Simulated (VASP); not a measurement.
Set up this calculation in VASP 6.6.1, as the native input.

- Task: single point
- Functional: PBEsol
- Potentials or basis: VASP PAW PBE potentials, release 64 (Lu, H)
- Cutoff: 520 eV
- k mesh: 9 × 9 × 9
- Occupations: fermi-dirac, width 0.05 eV
- Spin: no spin polarisation
- Dipole correction: no
- Further INCAR settings: ALGO = Normal; EDIFF = 1e-06; NBANDS = 20

The structure of LuH2 lies in POSCAR:

```
LuH2
1.0
    0.0000000000      2.5496156397      2.5496156397
    2.5496156397      0.0000000000      2.5496156397
    2.5496156397      2.5496156397      0.0000000000
Lu H
1 2
Direct
    0.0000000000      0.0000000000      0.0000000000
    0.7500000000      0.7500000000      0.7500000000
    0.2500000000      0.2500000000      0.2500000000
```

This cell differs from its parent crystal: volume scaled by 1.04.

One way to write it, as run:

INCAR

```
SYSTEM = LuH2
PREC = Accurate
ENCUT = 520
EDIFF = 1E-6
ISMEAR = -1
SIGMA = 0.05
LREAL = .FALSE.
LASPH = .TRUE.
NELM = 80
ALGO = Normal
ISIF = 2
LWAVE = .FALSE.
LCHARG = .FALSE.
GGA = PS
NBANDS = 20
```

KPOINTS

```
Automatic mesh
0
G
  9 9 9
  0 0 0
```

Potentials or basis: VASP PAW PBE potentials, release 64 (Lu, H).

The run is started by

```sh
$ cat potpaw_PBE.64/Lu/POTCAR potpaw_PBE.64/H/POTCAR > POTCAR
$ mpirun -np 1 vasp_std > vasp.out
```

Results of the run:

The pressure is -6.9 GPa.

Caveat: the PAW data sets were made with another functional, which shifts forces and pressure a little.

Wall time 18 s on 1 thread of Intel(R) Xeon(R) Platinum 8488C (Sapphire Rapids), on a shared host, peak memory 0.18 GiB.
